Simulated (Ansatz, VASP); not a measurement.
TaBi: VASP beside Ansatz

Contents of INCAR:

```
PREC     = Accurate       # precision mode
ENCUT    = 520            # plane-wave cutoff, eV
EDIFF    = 1E-7           # SCF threshold, eV
ISMEAR   = 0              # smearing method
SIGMA    = 0.05           # smearing width, eV
LREAL    = False          # projectors in reciprocal space
LASPH    = True           # aspherical terms in the spheres
NELM     = 100            # most SCF steps
ALGO     = Normal         # electronic algorithm
ISIF     = 2              # what is computed and relaxed
LWAVE    = False          # write WAVECAR
LCHARG   = False          # write CHGCAR
GGA      = PE             # functional
NBANDS   = 20             # bands
```

File KPOINTS:

```
regular mesh
0
Gamma
  10 10 10
```

The input POSCAR:

```
TaBi
1.0
    0.0000000000      3.2304824722      3.2304824722
    3.2304824722      0.0000000000      3.2304824722
    3.2304824722      3.2304824722      0.0000000000
Ta Bi
1 1
Direct
    0.0000000000      0.0000000000      0.0000000000
    0.2500000000      0.2500000000      0.2500000000
```

Input for Ansatz:

```yaml
crystal:
  lattice:
    - [0.0, 3.2304824722, 3.2304824722]
    - [3.2304824722, 0.0, 3.2304824722]
    - [3.2304824722, 3.2304824722, 0.0]
  atoms:
    - { symbol: Ta, position: [0.0, 0.0, 0.0] }
    - { symbol: Bi, position: [0.25, 0.25, 0.25] }
basis:
  ecutwfc: 420
  ecutrho_ratio: 4
kpoints:
  mp_grid: { grid: [10, 10, 10] }
hamiltonian:
  xc: pbe
scf:
  occupations: { method: gaussian, width: 0.05 }
output:
  forces: true
  stress: true
  eigenvalues: true
```

Alike in both runs: task single point; functional PBE; k mesh 10 × 10 × 10; occupations gaussian, width 0.05 eV; no spin polarisation.

|  | VASP | Ansatz |
| --- | --- | --- |
| version | VASP 6.6.1 | Ansatz 0.2.0 |
| potentials or method | VASP PAW PBE potentials, release 64 (Ta_pv, Bi_d), cutoff 520 eV | scalar-relativistic, plane waves, PAW |
| valence electrons in the cell | 26 | 28 |

|  | VASP | Ansatz | Ansatz less VASP |
| --- | --- | --- | --- |
| gap on the k mesh at the Fermi level (eV) | none | none | - |
| pressure (GPa) | -0.1 | 0.0 | +0.05 |

A gap of «none» marks a metal or a gap that the smearing closes. VASP's potentials hold 26 valence electrons a cell and Ansatz's 28, so a difference there can come from the potentials and not from the codes.

Neither program's run includes spin-orbit coupling.
